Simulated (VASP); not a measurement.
Wanted: the native input for a VASP 6.6.1 run.

```yaml
Task: relaxation of cell and atoms
Functional: PBEsol
Potentials_or_basis: VASP PAW PBE potentials, release 64 (Zn, Ag)
Cutoff: 600 eV
k_mesh: 14 × 14 × 14
Occupations: gaussian, width 0.1 eV
Spin: no spin polarisation
Dipole_correction: no
Further_INCAR_settings: ALGO = Normal; EDIFF = 1e-06; IBRION = 2; EDIFFG = -0.005; NSW = 70; ISIF = 3
```

The structure of ZnAg lies in POSCAR:

```
ZnAg
1.0
    3.1825055704      0.0000000000      0.0000000000
    0.0000000000      3.1825055704      0.0000000000
    0.0000000000      0.0000000000      3.1825055704
Zn Ag
1 1
Direct
    0.5000000000      0.5000000000      0.5000000000
    0.0000000000      0.0000000000      0.0000000000
```

One way to write it, as run:

INCAR

```
PREC = Accurate ; ENCUT = 600
EDIFF = 1E-6 ; ISMEAR = 0
SIGMA = 0.1 ; LREAL = False
LASPH = True ; NELM = 100
ALGO = Normal ; ISIF = 3
LWAVE = False ; LCHARG = False
GGA = PS ; IBRION = 2
NSW = 70 ; EDIFFG = -0.005
```

KPOINTS

```
regular mesh
0
Gamma
  14 14 14
```

Potentials or basis: VASP PAW PBE potentials, release 64 (Zn, Ag).

Run with:

```sh
$ cat potpaw_PBE.64/Zn/POTCAR potpaw_PBE.64/Ag/POTCAR > POTCAR
$ mpirun -np 1 vasp_std > vasp.out
```

Results of the run:

| Item | Value |
| --- | --- |
| Relaxed volume | 15.16 Å³/atom |
| Relaxed cell | a = 3.118 Å, b = 3.118 Å, c = 3.118 Å, α = 90.00°, β = 90.00°, γ = 90.00° |
| Space group after relaxing (to 0.05 Å) | Pm-3m (No. 221) |
| Energy gained by relaxing | 19.6 meV/atom |
| Ionic steps | 17 |
| Pressure after relaxing | 0.0 GPa |

Caveat: the PAW data sets were made with another functional, which shifts forces and pressure a little.

Run time: 2.8 min on 1 thread of AMD EPYC 9R45 96-Core Processor (Zen 5), with other jobs on the host, peak memory 0.2 GiB.
